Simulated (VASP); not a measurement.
# Eu (Im-3m) in VASP: single point with PBE+D3(BJ)

Aim: the single point of Eu with PBE+D3(BJ).

All numbers are computed with VASP 6.6.1; they aren't measurements. Logs are shortened: lines on timing, memory, paths and dates and some standing lists are left out, and cuts for length are marked.

## Step 1: The cell of the first run

It takes space group Im-3m (No. 229, cubic). The conventional cell has a = 4.606 Å, b = 4.606 Å, c = 4.606 Å, α = 90.00°, β = 90.00°, γ = 90.00°. Within 5.2 Å of Eu (site symmetry m-3m) lie 14 Eu at 3.99 to 4.61 Å.

## Step 2: Single point, PBE+D3(BJ), collinear spin, ferromagnetic start

File INCAR:

```
SYSTEM = Eu
  PREC = Accurate
  ENCUT = 520
  EDIFF = 1E-6
  ISMEAR = -1
  SIGMA = 0.1
  LREAL = .False.
  LASPH = .True.
  NELM = 150
  ALGO = Normal
  ISIF = 2
  LWAVE = .False.
  LCHARG = .False.
  ISPIN = 2
  MAGMOM = 7
  LORBIT = 11
  LMAXMIX = 6
  GGA = PE
  IVDW = 12
  NBANDS = 18
```

File KPOINTS:

```
Automatic mesh
0
Gamma
  7 7 7
  0 0 0
```

File POSCAR:

```
Eu
1.0
   -2.3030000000      2.3030000000      2.3030000000
    2.3030000000     -2.3030000000      2.3030000000
    2.3030000000      2.3030000000     -2.3030000000
Eu
1
Direct
    0.0000000000      0.0000000000      0.0000000000
```

Potentials or basis: VASP PAW PBE potentials, release 64 (Eu).

Run with:

```sh
cat potpaw_PBE.64/Eu/POTCAR > POTCAR
mpirun -np 1 vasp_std > vasp.out
```

OUTCAR:

```text
SYSTEM = Eu
   PREC = Accurate
   ENCUT = 520
   EDIFF = 1E-6
   ISMEAR = -1
   LREAL = .False.
   LASPH = .True.
   NELM = 150
   ISIF = 2
   ISPIN = 2
   LORBIT = 11
   GGA = PE
   IVDW = 12
 IVDW          = 12

 ion  position               nearest neighbor table
   1  0.000  0.000  0.000-

  LATTYP: Found a body centered cubic cell.
 ALAT       =     4.6060000000

  Lattice vectors:

 A1 = (  -2.3030000000,   2.3030000000,   2.3030000000)
 A2 = (   2.3030000000,  -2.3030000000,   2.3030000000)
 A3 = (   2.3030000000,   2.3030000000,  -2.3030000000)

Analysis of symmetry for initial positions (statically):
=====================================================================
 Subroutine PRICEL returns:
 Original cell was already a primitive cell.

 Routine SETGRP: Setting up the symmetry group for a
 body centered cubic supercell.

 Subroutine GETGRP returns: Found 48 space group operations
 (whereof 48 operations were pure point group operations)
 out of a pool of 48 trial point group operations.

The static configuration has the point symmetry O_h .

Analysis of symmetry for dynamics (positions and initial velocities):
=====================================================================
 Subroutine PRICEL returns:
 Original cell was already a primitive cell.

 Routine SETGRP: Setting up the symmetry group for a
 body centered cubic supercell.

 Subroutine GETGRP returns: Found 48 space group operations
 (whereof 48 operations were pure point group operations)
 out of a pool of 48 trial point group operations.

The dynamic configuration has the point symmetry O_h .

Analysis of structural, dynamic, and magnetic symmetry:
=====================================================================
 Subroutine PRICEL returns:
 Original cell was already a primitive cell.

 Routine SETGRP: Setting up the symmetry group for a
 body centered cubic supercell.

 Subroutine GETGRP returns: Found 48 space group operations
 (whereof 48 operations were pure point group operations)
 out of a pool of 48 trial point group operations.

The overall configuration has the point symmetry O_h .

 Subroutine INISYM returns: Found 48 space group operations
 (whereof 48 operations are pure point group operations),
 and found     1 'primitive' translations

----------------------------------------------------------------------------------------

                                     Primitive cell

  volume of cell :      48.8587

  direct lattice vectors                    reciprocal lattice vectors
    -2.303000000  2.303000000  2.303000000     0.000000000  0.217108120  0.217108120
     2.303000000 -2.303000000  2.303000000     0.217108120  0.000000000  0.217108120
     2.303000000  2.303000000 -2.303000000     0.217108120  0.217108120  0.000000000

  length of vectors
     3.988913010  3.988913010  3.988913010     0.307037248  0.307037248  0.307037248

  position of ions in fractional coordinates (direct lattice)
     0.000000000  0.000000000  0.000000000

  ion indices of the primitive-cell ions
   primitive index   ion index
                 1           1

----------------------------------------------------------------------------------------

 KPOINTS: Automatic mesh

Automatic generation of k-mesh.
 Grid dimensions read from file:
 generate k-points for:    7    7    7

 Generating k-lattice:

  Cartesian coordinates                     Fractional coordinates (reciprocal lattice)
     0.000000000  0.031015446  0.031015446     0.142857143  0.000000000  0.000000000
     0.031015446  0.000000000  0.031015446     0.000000000  0.142857143  0.000000000
     0.031015446  0.031015446  0.000000000     0.000000000  0.000000000  0.142857143

  Length of vectors
     0.043862464  0.043862464  0.043862464

  Shift w.r.t. Gamma in fractional coordinates (k-lattice)
     0.000000000  0.000000000  0.000000000

 Subroutine IBZKPT returns following result:
 ===========================================

 Found     20 irreducible k-points:

 Following reciprocal coordinates:
            Coordinates               Weight
  0.000000  0.000000  0.000000      1.000000
  0.142857  0.000000  0.000000     12.000000
  0.285714  0.000000  0.000000     12.000000
  0.428571  0.000000  0.000000     12.000000
  0.142857  0.142857  0.000000     24.000000
  0.285714  0.142857  0.000000     48.000000
[... 12 lines left out ...]
 -0.428571 -0.428571  0.285714      8.000000
 -0.428571  0.428571  0.428571      6.000000
   k-points           NKPTS =     20   k-points in BZ     NKDIM =     20   number of bands    NBANDS=     18
   number of dos      NEDOS =    301   number of ions     NIONS =      1
   total plane-waves  NPLWV =  27000
   dimension x,y,z NGX =    30 NGY =   30 NGZ =   30
   dimension x,y,z NGXF=    60 NGYF=   60 NGZF=   60
   ions per type =               1
   NGX,Y,Z   is equivalent  to a cutoff of  12.50, 12.50, 12.50 a.u.
   NGXF,Y,Z  is equivalent  to a cutoff of  25.01, 25.01, 25.01 a.u.
 SYSTEM =  Eu
   PREC   = accura    normal or accurate (medium, high low for compatibility)
   ISTART =      0    job   : 0-new  1-cont  2-samecut
   ICHARG =      2    charge: 1-file 2-atom 10-const
   ISPIN  =      2    spin polarized calculation?
   LNONCOLLINEAR =      F non collinear calculations
   LSORBIT =      F    spin-orbit coupling
   LASPH  =      T    aspherical Exc in radial PAW
   ENCUT  =  520.0 eV  38.22 Ry    6.18 a.u.   7.42  7.42  7.42*2*pi/ulx,y,z
   NELM   =    150;   NELMIN=  2; NELMDL= -5     # of ELM steps
   EDIFF  = 0.1E-05   stopping-criterion for ELM
   LREAL  =      F    real-space projection
   EDIFFG = 0.1E-04   stopping-criterion for IOM
   NSW    =      0    number of steps for IOM
   IBRION =     -1    ionic relax: 0-MD 1-quasi-New 2-CG
   NFREE  =      0    steps in history (QN), initial steepest desc. (CG)
   ISIF   =      2    stress and relaxation
   ISYM   =      2    0-nonsym 1-usesym 2-fastsym
   POTIM  = 0.5000    time-step for ionic-motion
   TEBEG  =    0.0;   TEEND  =   0.0 temperature during run
   PSTRESS=    0.0 pullay stress
   NELECT =      17.0000    total number of electrons
   NUPDOWN=      -1.0000    fix difference up-down
   EMIN   =  10.00;   EMAX   =-10.00  energy-range for DOS
   EFERMI =   0.00;   METHOD = LEGACY
   ISMEAR =    -1;   SIGMA  =   0.10  broadening in eV -4-tet -1-fermi 0-gaus
   EFERMI_NEDOS =   21; number of points for ismear=-14 and -15
   IALGO  =     38    algorithm
   IMIX   =      4    mixing-type and parameters
     AMIX     =   0.40;   BMIX     =  1.00
     AMIX_MAG =   1.60;   BMIX_MAG =  1.00
  volume/ion in A,a.u.               =      48.86       329.71
  Fermi-wavevector in a.u.,A,eV,Ry     =   1.151447  2.175919 18.039008  1.325830
  Thomas-Fermi vector in A             =   2.288104
   LORBIT       =     11    0 simple, 1 ext, 2 COOP (PROOUT), +10 PAW based schemes
   GGA     = PE    functional components
   LHFCALC =     F    Hartree Fock is set to
   AEXX    =    0.0000 exact exchange contribution
   IVDW    =    12    specifies the selected vdW correction
   LEPSILON=     F    determine dielectric tensor
   LRPA    =     F    only Hartree local field effects (RPA)
 spin polarized calculation
  energy-cutoff  :      520.00
  volume of cell :       48.86
 maximum number of plane-waves:      1329
 NGX is ok and might be reduce to    30
   NGX = 15   NGY = 15   NGZ = 15

 number of electron      17.0000007 magnetization       7.3912398

 Free energy of the ion-electron system (eV)
  ---------------------------------------------------
  ext. energy  EPLUGINS =         0.00000000
  ---------------------------------------------------
  free energy    TOTEN  =       -11.42449550 eV

  energy without entropy =      -11.34566593  energy(sigma->0) =      -11.38508071

 E-fermi :   1.5757     XC(G=0):  -8.2469

 val. band max:        1.5709279773   @ k =   0.2857   0.2857   0.0000
 cond. band min:       1.5799521309   @ k =   0.2857   0.2857   0.1429
 fundamental gap:      0.0090241536
 Fermi energy:         1.5757261507

 spin component 1

 k-point     1 :       0.0000    0.0000    0.0000
  band No.  band energies     occupation
      1     -40.2371      1.00000
      2     -18.8783      1.00000
      3     -18.8783      1.00000
      4     -18.8783      1.00000
      5      -2.5951      1.00000
      6       0.9915      0.99711
[... 10 lines left out ...]
     17       4.7243      0.00000
     18      10.3295      0.00000

 k-point     2 :       0.1429    0.0000    0.0000
  band No.  band energies     occupation
      1     -40.2338      1.00000
      2     -18.9304      1.00000
      3     -18.8955      1.00000
      4     -18.8784      1.00000
      5      -2.1998      1.00000
      6       0.9912      0.99711
[... 10 lines left out ...]
     17       4.7499      0.00000
     18      10.5739      0.00000

 k-point     3 :       0.2857    0.0000    0.0000
  band No.  band energies     occupation
      1     -40.2264      1.00000
      2     -19.0446      1.00000
      3     -18.9337      1.00000
      4     -18.8784      1.00000
      5      -1.1738      1.00000
      6       0.9956      0.99699
[... 10 lines left out ...]
     17       4.9019      0.00000
     18       9.5560      0.00000

 k-point     4 :       0.4286    0.0000    0.0000
  band No.  band energies     occupation
      1     -40.2205      1.00000
      2     -19.1334      1.00000
      3     -18.9640      1.00000
      4     -18.8784      1.00000
      5      -0.1625      1.00000
      6       0.9891      0.99717
[... 290 lines left out ...]
      3     -19.0267      1.00000
      4     -18.9988      1.00000
      5       0.7244      0.99980
      6       0.9051      0.99878
[... 10 lines left out ...]
     17       5.9650      0.00000
     18       7.8877      0.00000

 k-point    19 :      -0.4286   -0.4286    0.2857
  band No.  band energies     occupation
      1     -40.2096      1.00000
      2     -19.0745      1.00000
      3     -19.0745      1.00000
      4     -19.0071      1.00000
      5       0.8682      0.99915
      6       0.8682      0.99915
[... 10 lines left out ...]
     17       6.7841      0.00000
     18       7.2904      0.00000

 k-point    20 :      -0.4286    0.4286    0.4286
  band No.  band energies     occupation
      1     -40.2073      1.00000
      2     -19.0695      1.00000
      3     -19.0609      1.00000
      4     -19.0609      1.00000
      5       0.7631      0.99970
      6       0.7699      0.99968
[... 10 lines left out ...]
     17       5.9757      0.00000
     18       7.3453      0.00000
 Fermi energy:         1.5757261507

 spin component 2

 k-point     1 :       0.0000    0.0000    0.0000
  band No.  band energies     occupation
      1     -37.0876      1.00000
      2     -16.5412      1.00000
      3     -16.5412      1.00000
      4     -16.5412      1.00000
      5      -1.8325      1.00000
      6       4.2193      0.00000
[... 10 lines left out ...]
     17       6.0581      0.00000
     18      11.3775      0.00000

 k-point     2 :       0.1429    0.0000    0.0000
  band No.  band energies     occupation
      1     -37.0832      1.00000
      2     -16.6090      1.00000
      3     -16.5630      1.00000
      4     -16.5414      1.00000
      5      -1.4221      1.00000
      6       3.8764      0.00000
[... 10 lines left out ...]
     17       6.1304      0.00000
     18      11.6363      0.00000

 k-point     3 :       0.2857    0.0000    0.0000
  band No.  band energies     occupation
      1     -37.0734      1.00000
      2     -16.7560      1.00000
      3     -16.6113      1.00000
      4     -16.5418      1.00000
      5      -0.3712      1.00000
      6       3.1143      0.00000
[... 10 lines left out ...]
     17       6.4257      0.00000
     18      10.7753      0.00000

 k-point     4 :       0.4286    0.0000    0.0000
  band No.  band energies     occupation
      1     -37.0654      1.00000
      2     -16.8693      1.00000
      3     -16.6495      1.00000
      4     -16.5420      1.00000
      5       0.6331      0.99992
      6       2.7651      0.00001
[... 291 lines left out ...]
      4     -16.6949      1.00000
      5       1.6146      0.40407
      6       2.0590      0.00790
[... 10 lines left out ...]
     17       7.2670      0.00000
     18       9.0998      0.00000

 k-point    19 :      -0.4286   -0.4286    0.2857
  band No.  band energies     occupation
      1     -37.0511      1.00000
      2     -16.7912      1.00000
      3     -16.7912      1.00000
      4     -16.7049      1.00000
      5       1.8312      0.07213
      6       1.8312      0.07213
[... 10 lines left out ...]
     17       8.0219      0.00000
     18       8.5081      0.00000

 k-point    20 :      -0.4286    0.4286    0.4286
  band No.  band energies     occupation
      1     -37.0481      1.00000
      2     -16.7847      1.00000
      3     -16.7731      1.00000
      4     -16.7731      1.00000
      5       1.6157      0.40134
      6       1.6720      0.27632
[... 10 lines left out ...]
     17       7.2464      0.00000
     18       8.5508      0.00000

------------------------ aborting loop because EDIFF is reached ----------------------------------------

 Edisp (eV)   -0.24065

 E8    (eV) :    -0.1320

  FORCE on cell =-STRESS in cart. coord.  units (eV):
  Direction    XX          YY          ZZ          XY          YZ          ZX
  --------------------------------------------------------------------------------------
  -------------------------------------------------------------------------------------
  Total      -0.78817    -0.78817    -0.78817     0.00000     0.00000     0.00000
  in kB     -25.84577   -25.84577   -25.84577     0.00000     0.00000     0.00000
  external pressure =      -25.85 kB  Pullay stress =        0.00 kB

 VOLUME and BASIS-vectors are now :
 -----------------------------------------------------------------------------
  energy-cutoff  :      520.00
  volume of cell :       48.86
      direct lattice vectors                 reciprocal lattice vectors
    -2.303000000  2.303000000  2.303000000     0.000000000  0.217108120  0.217108120
     2.303000000 -2.303000000  2.303000000     0.217108120  0.000000000  0.217108120
     2.303000000  2.303000000 -2.303000000     0.217108120  0.217108120  0.000000000

 POSITION                                       TOTAL-FORCE (eV/Angst)
 -----------------------------------------------------------------------------------
      0.00000      0.00000      0.00000        -0.000000     -0.000000     -0.000000
 -----------------------------------------------------------------------------------
    total drift:                               -0.000000     -0.000000      0.000000

  FREE ENERGIE OF THE ION-ELECTRON SYSTEM (eV)
  ---------------------------------------------------
  free  energy   TOTEN  =       -11.6651459485 eV

  energy  without entropy=      -11.5863163776  energy(sigma->0) =      -11.62573116

 total charge

# of ion       s       p       d       f       tot
--------------------------------------------------
    1        2.078   5.719   0.241   6.671  14.709

 magnetization (x)

# of ion       s       p       d       f       tot
--------------------------------------------------
    1       -0.005  -0.095   0.130   6.670   6.700
```

It took 72 s on 1 thread of Intel Xeon Platinum 8259CL at 2.50GHz (Skylake/Cascade Lake), shared host; peak memory 0.21 GiB.

What came out:

* Free energy: -11.6651 eV
* Pressure: -2.6 GPa
* Net moment: 7.39 μB per cell
* Site moments: Eu +6.70 μB
* Valence electrons inside the program's atomic spheres: Eu 14.71
* Dispersion energy per atom: -0.241 eV

Caveat: three body term missing; spin-orbit coupling is left out, which moves the levels of the heavy elements; pairwise dispersion overbinds metals, which lowers pressure and volume. The state reached can hang on the start; a lower one may exist.
